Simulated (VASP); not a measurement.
# Si32C33 (a cell with a defect) in VASP: single point with PBEsol

Aim: the single point of Si32C33 (a cell with a defect) with PBEsol.

All numbers are computed with VASP 6.6.1; they aren't measurements. Logs are shortened: lines on timing, memory, paths and dates and some standing lists are left out, and cuts for length are marked.

**1. The cell of the first run**

The cell holds a defect, 65 atoms: a = 8.714 Å, b = 8.714 Å, c = 8.714 Å, α = 90.00°, β = 90.00°, γ = 90.00°.

**2. Single point, PBEsol**

Contents of INCAR:

```
SYSTEM = Si32C33
  ALGO = Normal
  EDIFF = 1E-6
  ENCUT = 520
  GGA = PS
  ISIF = 2
  ISMEAR = -1
  ISYM = 0
  LASPH = .True.
  LCHARG = .False.
  LREAL = Auto
  LWAVE = .False.
  NBANDS = 168
  NELECT = 258.0
  NELM = 80
  PREC = Accurate
  SIGMA = 0.05
```

Contents of KPOINTS:

```
Automatic mesh
0
Gamma
  1 1 1
  0.25 0.25 0.25
```

Contents of POSCAR:

```
Si32C33
1.0
    8.7137060000      0.0000000000      0.0000000000
    0.0000000000      8.7137060000      0.0000000000
    0.0000000000      0.0000000000      8.7137060000
Si C
32 33
Direct
    0.0011980000      0.0011100000      0.0012330000
    0.0030350000      0.0029380000      0.4991170000
    0.0030970000      0.4989580000      0.0031500000
    0.0011890000      0.5006920000      0.5007760000
    0.4989930000      0.0030320000      0.0031720000
    0.5007660000      0.0011060000      0.5007450000
    0.5007330000      0.5006460000      0.0012800000
    0.4660170000      0.4658450000      0.4660080000
    0.2495460000      0.2494620000      0.9994020000
    0.2439470000      0.2438910000      0.4980380000
    0.2500400000      0.7511410000      0.0015680000
    0.2491770000      0.7495850000      0.5005980000
    0.7512280000      0.2499990000      0.0015140000
    0.7496870000      0.2490370000      0.5005810000
    0.7520890000      0.7519830000      0.0045950000
    0.7678220000      0.7677790000      0.4915210000
    0.2495320000      0.9992530000      0.2496190000
    0.2500240000      0.0014720000      0.7512300000
    0.2439480000      0.4979000000      0.2440420000
    0.2491900000      0.5004300000      0.7497130000
    0.7512080000      0.0014020000      0.2501100000
    0.7521000000      0.0044430000      0.7521030000
    0.7496890000      0.5004230000      0.2491980000
    0.7678780000      0.4913360000      0.7680470000
    0.9993560000      0.2494330000      0.2496150000
    0.0015390000      0.2499680000      0.7512330000
    0.0015210000      0.7511090000      0.2501010000
    0.0045570000      0.7520100000      0.7521220000
    0.4979710000      0.2438420000      0.2439900000
    0.5004910000      0.2491100000      0.7496820000
    0.5005020000      0.7495730000      0.2492550000
    0.4914330000      0.7678350000      0.7680600000
    0.1257810000      0.1256820000      0.1257850000
    0.1244890000      0.1244180000      0.6267500000
    0.1245360000      0.6266900000      0.1245360000
    0.1256950000      0.6257180000      0.6258680000
    0.6268020000      0.1244330000      0.1245130000
    0.6257820000      0.1255700000      0.6258560000
    0.6258100000      0.6257350000      0.1257450000
    0.5807620000      0.5805080000      0.5803700000
    0.3747380000      0.3746650000      0.1240000000
    0.3671480000      0.3670820000      0.6251800000
    0.3761290000      0.8754710000      0.1261350000
    0.3763560000      0.8752990000      0.6255190000
    0.8755890000      0.3760300000      0.1261040000
    0.8753710000      0.3762750000      0.6255220000
    0.8769040000      0.8768000000      0.1272710000
    0.8819190000      0.8818250000      0.6287690000
    0.3747420000      0.1238460000      0.3748100000
    0.3761090000      0.1260070000      0.8755920000
    0.3671700000      0.6250670000      0.3672470000
    0.3763070000      0.6253560000      0.8754300000
    0.8755780000      0.1259570000      0.3761610000
    0.8768760000      0.1271840000      0.8768660000
    0.8753970000      0.6254270000      0.3763540000
    0.8819660000      0.6286400000      0.8820220000
    0.1239050000      0.3746670000      0.3748040000
    0.1260890000      0.3760360000      0.8756110000
    0.1260790000      0.8754790000      0.3761730000
    0.1272810000      0.8768020000      0.8768820000
    0.6252290000      0.3670180000      0.3671670000
    0.6254330000      0.3762200000      0.8754260000
    0.6255100000      0.8753220000      0.3763470000
    0.6287460000      0.8819300000      0.8820750000
    0.6635400000      0.6635660000      0.6638890000
```

Potentials or basis: VASP PAW PBE potentials, release 64 (Si, C).

Started as:

```bash
$ cat potpaw_PBE.64/Si/POTCAR potpaw_PBE.64/C/POTCAR > POTCAR
$ mpirun -np 1 vasp_std > vasp.out
```

OUTCAR:

```text
SYSTEM = Si32C33
   EDIFF = 1E-6
   ENCUT = 520
   GGA = PS
   ISIF = 2
   ISMEAR = -1
   ISYM = 0
   LASPH = .True.
   LREAL = Auto
   NELECT = 258.0
   NELM = 80
   PREC = Accurate

 ion  position               nearest neighbor table
   1  0.001  0.001  0.001-  33 1.88  47 1.88  60 1.89  54 1.89   9 3.06  25 3.06  17 3.06  28 3.07
                            22 3.07  15 3.07  11 3.07  18 3.07  26 3.07  13 3.07  21 3.07  27 3.07
   2  0.003  0.003  0.499-  34 1.86  48 1.87  53 1.88  59 1.88  16 2.90  10 2.97  17 3.06  25 3.06
                            18 3.08  26 3.08  14 3.08  12 3.08  21 3.09  27 3.09  22 3.10  28 3.11
   3  0.003  0.499  0.003-  35 1.86  56 1.87  45 1.88  58 1.88  24 2.90  19 2.97   9 3.06  25 3.06
                            27 3.08  11 3.08  23 3.08  20 3.08  13 3.09  26 3.09  15 3.11  28 3.11
   4  0.001  0.501  0.501-  36 1.88  57 1.89  55 1.89  46 1.89  12 3.06  20 3.06  19 3.08  10 3.08
                            27 3.09  26 3.09  16 3.09  24 3.09  25 3.10  28 3.10  23 3.10  14 3.10
   5  0.499  0.003  0.003-  37 1.86  64 1.87  43 1.88  50 1.88  32 2.90  29 2.97   9 3.06  17 3.06
                            21 3.08  13 3.08  31 3.08  30 3.08  11 3.09  18 3.09  15 3.11  22 3.11
   6  0.501  0.001  0.501-  38 1.88  49 1.89  63 1.89  44 1.89  14 3.06  30 3.06  29 3.08  10 3.08
                            21 3.09  18 3.09  16 3.09  32 3.09  17 3.10  22 3.10  31 3.10  12 3.10
   7  0.501  0.501  0.001-  39 1.88  41 1.89  62 1.89  52 1.89  23 3.06  31 3.06  29 3.08  19 3.08
                            13 3.09  11 3.09  24 3.09  32 3.09   9 3.10  15 3.10  20 3.10  30 3.10
   8  0.466  0.466  0.466-  40 1.73  42 1.85  51 1.85  61 1.85  29 2.75  10 2.75  19 2.75  30 3.13
                            14 3.13  23 3.13  31 3.13  20 3.13  12 3.13
   9  0.250  0.249  0.999-  58 1.88  50 1.88  33 1.88  41 1.89  29 3.04  19 3.04   5 3.06   3 3.06
                            18 3.06  26 3.06   1 3.06  25 3.08  17 3.08  20 3.08  30 3.08   7 3.10
  10  0.244  0.244  0.498-  34 1.85  42 1.88  57 1.88  49 1.88   8 2.75   2 2.97  25 3.04  17 3.04
                            26 3.05  18 3.05   4 3.08   6 3.08  19 3.13  29 3.13  30 3.13  20 3.13
  11  0.250  0.751  0.002-  35 1.88  60 1.88  43 1.89  52 1.90  32 2.93  28 3.05  19 3.06  17 3.06
                            27 3.06  31 3.07   1 3.07   3 3.08  18 3.08   5 3.09   7 3.09  20 3.10
  12  0.249  0.750  0.501-  36 1.87  59 1.88  51 1.89  44 1.90  28 3.06   4 3.06  27 3.07  20 3.07
                             2 3.08  17 3.08  18 3.10  31 3.10   6 3.10   8 3.13  19 3.13  32 3.15
  13  0.751  0.250  0.002-  37 1.88  54 1.88  45 1.89  62 1.90  24 2.93  22 3.05  29 3.06  25 3.06
                            21 3.06  23 3.07   1 3.07   5 3.08  26 3.08   3 3.09   7 3.09  30 3.10
  14  0.750  0.249  0.501-  38 1.87  53 1.88  61 1.89  46 1.90  22 3.06   6 3.06  21 3.07  30 3.07
                             2 3.08  25 3.08  26 3.10  23 3.10   4 3.10   8 3.13  29 3.13  24 3.15
  15  0.752  0.752  0.005-  47 1.87  39 1.88  56 1.89  64 1.89  21 3.05  27 3.05  23 3.06  31 3.06
                             1 3.07  24 3.07  32 3.07   7 3.10   3 3.11   5 3.11  28 3.11  22 3.11
  16  0.768  0.768  0.492-  48 1.85  63 1.85  55 1.85  65 1.98  40 2.43   2 2.90  21 2.93  27 2.93
                            22 3.07  28 3.07   6 3.09   4 3.09  31 3.15  23 3.15
  17  0.250  0.999  0.250-  59 1.88  43 1.88  33 1.88  49 1.89  29 3.04  10 3.04   5 3.06   2 3.06
[... 23 lines left out ...]
  29  0.498  0.244  0.244-  37 1.85  61 1.88  49 1.88  41 1.88   8 2.75   5 2.97   9 3.04  17 3.04
                            21 3.06  13 3.06   6 3.08   7 3.08  10 3.13  19 3.13  23 3.13  14 3.13
  30  0.500  0.249  0.750-  38 1.87  50 1.88  42 1.89  62 1.90  22 3.06   6 3.06  18 3.07  14 3.07
                             5 3.08   9 3.08  13 3.10  20 3.10   7 3.10   8 3.13  10 3.13  24 3.15
  31  0.501  0.750  0.249-  39 1.87  43 1.88  51 1.89  63 1.90  15 3.06   7 3.06  11 3.07  23 3.07
                             5 3.08  17 3.08  21 3.10  12 3.10   6 3.10   8 3.13  19 3.13  16 3.15
  32  0.491  0.768  0.768-  64 1.85  52 1.85  44 1.85  65 1.97  40 2.44   5 2.90  11 2.93  18 2.93
                            15 3.07  22 3.07   7 3.09   6 3.09  20 3.15  12 3.15
  33  0.126  0.126  0.126-   1 1.88   9 1.88  25 1.88  17 1.88
  34  0.124  0.124  0.627-  10 1.85   2 1.86  18 1.88  26 1.88
  35  0.125  0.627  0.125-  19 1.85   3 1.86  11 1.88  27 1.88
  36  0.126  0.626  0.626-  12 1.87  20 1.87  28 1.88   4 1.88
  37  0.627  0.124  0.125-  29 1.85   5 1.86  13 1.88  21 1.88
  38  0.626  0.126  0.626-  14 1.87  30 1.87  22 1.88   6 1.88
  39  0.626  0.626  0.126-  23 1.87  31 1.87  15 1.88   7 1.88
  40  0.581  0.581  0.580-  65 1.25   8 1.73  16 2.43  24 2.44  32 2.44
  41  0.375  0.375  0.124-  29 1.88  19 1.88   7 1.89   9 1.89
  42  0.367  0.367  0.625-   8 1.85  10 1.88  30 1.89  20 1.89
  43  0.376  0.875  0.126-  31 1.88   5 1.88  17 1.88  11 1.89
  44  0.376  0.875  0.626-  32 1.85   6 1.89  12 1.90  18 1.90
  45  0.876  0.376  0.126-  23 1.88   3 1.88  25 1.88  13 1.89
  46  0.875  0.376  0.626-  24 1.85   4 1.89  14 1.90  26 1.90
[... 17 lines left out ...]
  64  0.629  0.882  0.882-  32 1.85   5 1.87  15 1.89  22 1.89
  65  0.664  0.664  0.664-  40 1.25  32 1.97  24 1.98  16 1.98

[... 185 lines left out ...]
   number of dos      NEDOS =    301   number of ions     NIONS =     65
   total plane-waves  NPLWV = 343000
   dimension x,y,z NGX =    70 NGY =   70 NGZ =   70
   dimension x,y,z NGXF=   140 NGYF=  140 NGZF=  140
   ions per type =              32  33
   NGX,Y,Z   is equivalent  to a cutoff of  13.36, 13.36, 13.36 a.u.
   NGXF,Y,Z  is equivalent  to a cutoff of  26.71, 26.71, 26.71 a.u.
 SYSTEM =  Si32C33
   PREC   = accura    normal or accurate (medium, high low for compatibility)
   ISTART =      0    job   : 0-new  1-cont  2-samecut
   ICHARG =      2    charge: 1-file 2-atom 10-const
   ISPIN  =      1    spin polarized calculation?
   LNONCOLLINEAR =      F non collinear calculations
   LSORBIT =      F    spin-orbit coupling
   LASPH  =      T    aspherical Exc in radial PAW
   ENCUT  =  520.0 eV  38.22 Ry    6.18 a.u.  16.20 16.20 16.20*2*pi/ulx,y,z
   NELM   =     80;   NELMIN=  2; NELMDL= -5     # of ELM steps
   EDIFF  = 0.1E-05   stopping-criterion for ELM
   LREAL  =      T    real-space projection
   EDIFFG = 0.1E-04   stopping-criterion for IOM
   NSW    =      0    number of steps for IOM
   IBRION =     -1    ionic relax: 0-MD 1-quasi-New 2-CG
   NFREE  =      0    steps in history (QN), initial steepest desc. (CG)
   ISIF   =      2    stress and relaxation
   ISYM   =      0    0-nonsym 1-usesym 2-fastsym
   POTIM  = 0.5000    time-step for ionic-motion
   TEBEG  =    0.0;   TEEND  =   0.0 temperature during run
   PSTRESS=    0.0 pullay stress
   NELECT =     258.0000    total number of electrons
   NUPDOWN=      -1.0000    fix difference up-down
   EMIN   =  10.00;   EMAX   =-10.00  energy-range for DOS
   EFERMI =   0.00;   METHOD = LEGACY
   ISMEAR =    -1;   SIGMA  =   0.05  broadening in eV -4-tet -1-fermi 0-gaus
   EFERMI_NEDOS =   21; number of points for ismear=-14 and -15
   IALGO  =     38    algorithm
   IMIX   =      4    mixing-type and parameters
     AMIX     =   0.40;   BMIX     =  1.00
     AMIX_MAG =   1.60;   BMIX_MAG =  1.00
  volume/ion in A,a.u.               =      10.18        68.69
  Fermi-wavevector in a.u.,A,eV,Ry     =   1.196039  2.260185 19.463245  1.430508
  Thomas-Fermi vector in A             =   2.331989
   LORBIT       =      0    0 simple, 1 ext, 2 COOP (PROOUT), +10 PAW based schemes
   GGA     = PS    functional components
   LHFCALC =     F    Hartree Fock is set to
   AEXX    =    0.0000 exact exchange contribution
   IVDW    =     0    specifies the selected vdW correction
   LEPSILON=     F    determine dielectric tensor
   LRPA    =     F    only Hartree local field effects (RPA)
 non-spin polarized calculation
  energy-cutoff  :      520.00
  volume of cell :      661.62
 maximum number of plane-waves:     17779
 NGX is ok and might be reduce to    70
   NGX = 33   NGY = 33   NGZ = 33

 number of electron     257.9999976 magnetization

 Free energy of the ion-electron system (eV)
  ---------------------------------------------------
  ext. energy  EPLUGINS =         0.00000000
  ---------------------------------------------------
  free energy    TOTEN  =      -530.85976786 eV

  energy without entropy =     -530.85976438  energy(sigma->0) =     -530.85976612

 E-fermi :   8.6535     XC(G=0): -11.5267

 val. band max:        7.9728395902   @ k =  -0.2500  -0.2500   0.2500
 cond. band min:       9.3205833160   @ k =  -0.2500   0.2500   0.2500
 fundamental gap:      1.3477437258
 Fermi energy:         8.6535245563

 k-point     1 :       0.2500    0.2500    0.2500
  band No.  band energies     occupation
      1      -8.6421      2.00000
      2      -6.8875      2.00000
      3      -6.2012      2.00000
      4      -6.2000      2.00000
      5      -5.9818      2.00000
      6      -5.4325      2.00000
[... 565 lines left out ...]
    140      12.2562      0.00000
    141      12.4116      0.00000
 [bands above 141 left out]

------------------------ aborting loop because EDIFF is reached ----------------------------------------

  FORCE on cell =-STRESS in cart. coord.  units (eV):
  Direction    XX          YY          ZZ          XY          YZ          ZX
  --------------------------------------------------------------------------------------
  -------------------------------------------------------------------------------------
  Total       -6.1131227     -6.0819246     -6.0482135      5.0201210      5.0352365      5.0129027
  in kB      -14.8035197    -14.7279704    -14.6463357     12.1567101     12.1933138     12.1392302
  external PRESSURE =     -14.7259419 kB  Pullay stress =       0.0000000 kB

 VOLUME and BASIS-vectors are now :
 -----------------------------------------------------------------------------
  energy-cutoff  :      520.00
  volume of cell :      661.62
      direct lattice vectors                 reciprocal lattice vectors
     8.713706000  0.000000000  0.000000000     0.114761733  0.000000000  0.000000000
     0.000000000  8.713706000  0.000000000     0.000000000  0.114761733  0.000000000
     0.000000000  0.000000000  8.713706000     0.000000000  0.000000000  0.114761733

 POSITION                                       TOTAL-FORCE (eV/Angst)
 -----------------------------------------------------------------------------------
      0.01044      0.00967      0.01074         0.036916      0.040094      0.032784
      0.02645      0.02560      4.34916         0.048555      0.047625      0.076191
      0.02699      4.34777      0.02745         0.045083      0.086951      0.037735
      0.01036      4.36288      4.36361         0.062387      0.018110      0.026262
      4.34808      0.02642      0.02764         0.098593      0.041265      0.034869
      4.36353      0.00964      4.36334         0.015436      0.063748      0.030312
[... 57 lines left out ...]
      5.47871      7.68488      7.68614        -0.106103     -0.095536     -0.097684
      5.78189      5.78212      5.78493        -0.029030     -0.032062     -0.040721
 -----------------------------------------------------------------------------------
    total drift:                                0.039729      0.042184      0.012607

  FREE ENERGIE OF THE ION-ELECTRON SYSTEM (eV)
  ---------------------------------------------------
  free  energy   TOTEN  =      -530.8597678639 eV

  energy  without entropy=     -530.8597643783  energy(sigma->0) =     -530.85976612
```

It took 13 min on 1 thread of AMD EPYC 7R13 (Zen 3), shared host; peak memory 0.78 GiB.

What came out:

| Quantity | Value |
| --- | --- |
| Free energy | -530.8598 eV |
| Largest force | 0.334 eV/Å |

Forces on the atoms (eV/Å):
```
Si   0.037  0.040  0.033
Si   0.049  0.048  0.076
Si   0.045  0.087  0.038
Si   0.062  0.018  0.026
Si   0.099  0.041  0.035
Si   0.015  0.064  0.030
Si   0.020  0.023  0.062
Si  -0.128 -0.132 -0.142
Si   0.037  0.038  0.057
Si   0.035  0.032  0.084
Si   0.015  0.047  0.060
Si   0.035  0.021  0.012
Si   0.048  0.003  0.068
Si   0.021  0.039  0.012
Si   0.046  0.055  0.023
Si   0.093  0.084 -0.057
Si   0.036  0.060  0.032
Si   0.020  0.058  0.047
Si   0.038  0.093  0.031
Si   0.029  0.013  0.022
Si   0.054  0.070  0.000
Si   0.037  0.024  0.056
Si   0.020  0.012  0.035
Si   0.093 -0.049  0.073
Si   0.058  0.037  0.030
Si   0.060  0.016  0.049
Si   0.065  0.056  0.008
Si   0.020  0.040  0.050
Si   0.100  0.038  0.035
Si   0.016  0.024  0.024
Si   0.016  0.021  0.028
Si  -0.049  0.094  0.080
C   -0.044 -0.044 -0.034
C   -0.050 -0.050 -0.075
C   -0.051 -0.084 -0.041
C   -0.037 -0.034 -0.037
C   -0.088 -0.050 -0.040
C   -0.030 -0.033 -0.037
C   -0.037 -0.039 -0.034
C    0.189  0.190  0.199
C   -0.029 -0.031 -0.048
C    0.023  0.020  0.042
C   -0.040 -0.055 -0.039
C   -0.009 -0.057 -0.034
C   -0.056 -0.036 -0.039
C   -0.058 -0.011 -0.036
C   -0.052 -0.055 -0.017
C   -0.094 -0.095 -0.098
C   -0.033 -0.047 -0.034
C   -0.038 -0.039 -0.055
C    0.015  0.037  0.013
C   -0.006 -0.035 -0.054
C   -0.060 -0.040 -0.033
C   -0.046 -0.027 -0.046
C   -0.067 -0.042 -0.005
C   -0.090 -0.099 -0.093
C   -0.047 -0.030 -0.031
C   -0.042 -0.035 -0.056
C   -0.043 -0.061 -0.032
C   -0.029 -0.050 -0.045
C    0.030  0.016  0.019
C   -0.038 -0.006 -0.056
C   -0.047 -0.064 -0.005
C   -0.106 -0.096 -0.098
C   -0.029 -0.032 -0.041
```

Caveat: the cell carries a net charge on a neutralising background, which shifts energy and pressure; the cell is charged against a uniform background, so pressure and absolute levels hang on convention; the PAW data sets were made with another functional, which shifts forces and pressure a little.
